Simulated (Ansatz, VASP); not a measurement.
**One calculation of BaTiO3, two programs**

```xyz
5
Lattice="3.9998 0.0000 0.0000 0.0000 3.9998 0.0000 0.0000 0.0000 4.0180" Properties=species:S:1:pos:R:3 pbc="T T T"
Ba    0.0000    0.0000    0.0000
Ti    1.9999    1.9999    1.9688
O     1.9999    1.9999    0.0763
O     1.9999    0.0000    2.0773
O     0.0000    1.9999    2.0773
```

Alike in both runs: task single point; functional PBEsol; k mesh 6 × 6 × 6; no spin polarisation.

```csv
,VASP,Ansatz
version,VASP 6.6.1,Ansatz 0.2.0
potentials or method,"VASP PAW PBE potentials, release 64 (Ba_sv, Ti_sv, O)","plane waves, PAW"
plane-wave cutoff (eV),520,420
occupations,"gaussian, width 0.01 eV",fixed
valence electrons in the cell,40,40
```

```csv
,VASP,Ansatz,Ansatz less VASP
gap on the k mesh at the Fermi level (eV),1.72,1.79,+0.068
```

VASP's potentials were made for PBE, not for PBEsol.

Neither program's run includes spin-orbit coupling.
